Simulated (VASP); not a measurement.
A run of VASP 6.6.1:

The input INCAR:

```
PREC = Accurate ; ENCUT = 600
EDIFF = 1E-6 ; ISMEAR = -1
SIGMA = 0.08 ; LREAL = False
LASPH = True ; NELM = 60
ALGO = Normal ; ISIF = 3
LWAVE = False ; LCHARG = False
GGA = PE ; IBRION = 2
NSW = 60 ; EDIFFG = -0.005
PSTRESS = 61.0
```

The input KPOINTS:

```
regular mesh
0
Gamma
  10 10 10
```

File POSCAR:

```
Ca
1.0
    2.2565399067     -1.3028139226      3.9865538352
    0.0000000000      2.6056278452      3.9865538352
   -2.2565399067     -1.3028139226      3.9865538352
Ca
2
Direct
    0.2320000000      0.2320000000      0.2320000000
   -0.2320000000     -0.2320000000     -0.2320000000
```

Potentials or basis: VASP PAW PBE potentials, release 64 (Ca_sv).

Run with:

```sh
$ cat potpaw_PBE.64/Ca_sv/POTCAR > POTCAR
$ mpirun -np 1 vasp_std > vasp.out
```

Hardware: 1 thread of Intel(R) Xeon(R) 6975P-C (Granite Rapids) (shared host).

Estimate the wall time of this run.

Wall time 26 min on 1 thread of Intel(R) Xeon(R) 6975P-C (Granite Rapids) (shared host), peak memory 0.32 GiB. Counts: scf iterations 272, k points 116, ion steps 35.
